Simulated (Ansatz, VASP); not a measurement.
# One calculation of MgS, two programs

INCAR

```
PREC     = Accurate       # precision mode
ENCUT    = 520            # plane-wave cutoff, eV
EDIFF    = 1E-6           # SCF threshold, eV
ISMEAR   = -1             # smearing method
SIGMA    = 0.03           # smearing width, eV
LREAL    = F              # projectors in reciprocal space
LASPH    = T              # aspherical terms in the spheres
NELM     = 80             # most SCF steps
ALGO     = Normal         # electronic algorithm
ISIF     = 2              # what is computed and relaxed
LWAVE    = F              # write WAVECAR
LCHARG   = F              # write CHGCAR
GGA      = PS             # functional
NBANDS   = 11             # bands
```

KPOINTS

```
Automatic mesh
0
Gamma
  10 10 10
```

Contents of POSCAR:

```
MgS
1.0
    0.0000000000      2.6102934190      2.6102934190
    2.6102934190      0.0000000000      2.6102934190
    2.6102934190      2.6102934190      0.0000000000
Mg S
1 1
Direct
    0.0000000000      0.0000000000      0.0000000000
    0.5000000000      0.5000000000      0.5000000000
```

Input for Ansatz:

```yaml
crystal:
  lattice:
    - [0.0, 2.610293419, 2.610293419]
    - [2.610293419, 0.0, 2.610293419]
    - [2.610293419, 2.610293419, 0.0]
  atoms:
    - { symbol: Mg, position: [0.0, 0.0, 0.0] }
    - { symbol: S, position: [0.5, 0.5, 0.5] }
kpoints:
  mp_grid: { grid: [10, 10, 10] }
  band_path:
    path:
      - [0.0, 0.0, 0.0]
      - [0.5, 0.0, 0.5]
      - [0.625, 0.25, 0.625]
      - [0.375, 0.375, 0.75]
      - [0.0, 0.0, 0.0]
      - [0.5, 0.5, 0.5]
      - [0.5, 0.25, 0.75]
      - [0.5, 0.0, 0.5]
    npoints: 5
scf:
  occupations: { method: fermi_dirac, width: 0.03 }
hamiltonian:
  xc: pbesol
  pseudopotentials: { kind: all_electron, lapw: { basis_error: 0.00025 } }
output:
  forces: true
  stress: true
  eigenvalues: true
```

Change from the starting cell: volume scaled by 1.01.

Alike in both runs: task single point; functional PBEsol; k mesh 10 × 10 × 10; occupations fermi-dirac, width 0.03 eV; no spin polarisation.

|  | VASP | Ansatz |
| --- | --- | --- |
| version | VASP 6.6.1 | Ansatz 0.2.0 |
| potentials or method | VASP PAW PBE potentials, release 64 (Mg, S), cutoff 520 eV | all-electron LAPW, scalar-relativistic |

|  | VASP | Ansatz | Ansatz less VASP |
| --- | --- | --- | --- |
| gap on the k mesh at the Fermi level (eV) | 2.68 | 2.68 | +0.001 |
| pressure (GPa) | -1.9 | -1.7 | +0.20 |

VASP's potentials were made for PBE, not for PBEsol. Ansatz ran all-electron here, and VASP with PAW potentials.
